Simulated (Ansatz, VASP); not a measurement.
CaO: VASP beside Ansatz

```
CELL_PARAMETERS angstrom
0.00000 2.60673 2.60673
2.60673 0.00000 2.60673
2.60673 2.60673 0.00000
ATOMIC_POSITIONS crystal
Ca 0.00000 0.00000 0.00000
O 0.25000 0.25000 0.25000
```

Alike in both runs: task single point; functional r2SCAN; k mesh 4 × 4 × 4; no spin polarisation.

|  | VASP | Ansatz |
| --- | --- | --- |
| version | VASP 6.6.1 | Ansatz 0.2.0 |
| potentials or method | VASP PAW PBE potentials, release 64 (Ca_sv, O) | plane waves, PAW |
| plane-wave cutoff (eV) | 660 | 500 |
| occupations | gaussian, width 0.01 eV | fixed |
| valence electrons in the cell | 16 | 16 |

```csv
,VASP,Ansatz,Ansatz less VASP
gap on the k mesh at the Fermi level (eV),3.73,3.76,+0.024
```

VASP's potentials were made for PBE, not for r2SCAN.

The k mesh is coarse, so the values compare programs but aren't converged.
